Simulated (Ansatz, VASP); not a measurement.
## One calculation of SrO, two programs

```
Sr O
1.0
     3.47804    0.00000    0.00000
    -1.73902    3.01207    0.00000
     0.00000    0.00000    3.15801
Sr O
1 1
Cartesian
  0.0000 0.0000 0.0000
  1.7590 1.0040 1.5790
```

Alike in both runs: task single point; functional PBEsol; k mesh 10 × 10 × 10; occupations gaussian, width 0.05 eV; no spin polarisation.

```csv
,VASP,Ansatz
version,VASP 6.6.1,Ansatz 0.2.0
potentials or method,"VASP PAW PBE potentials, release 64 (Sr_sv, O), cutoff 520 eV","scalar-relativistic, plane waves, PAW"
valence electrons in the cell,16,16
```

|  | VASP | Ansatz | Ansatz less VASP |
| --- | --- | --- | --- |
| gap on the k mesh at the Fermi level (eV) | 2.79 | 2.81 | +0.022 |
| least direct gap on the mesh (eV) | 2.79 | 2.81 | +0.022 |
| pressure (GPa) | 0.7 | 0.0 | -0.71 |
| traceless stress, the component that is largest in VASP (GPa) | -0.13 | -0.11 | +0.023 |
| rms of the force components (eV/Å) | 0.038 | 0.035 | -0.0023 |

VASP's potentials were made for PBE, not for PBEsol. Atom by atom the forces differ by 0.002 eV/Å (rms over components).
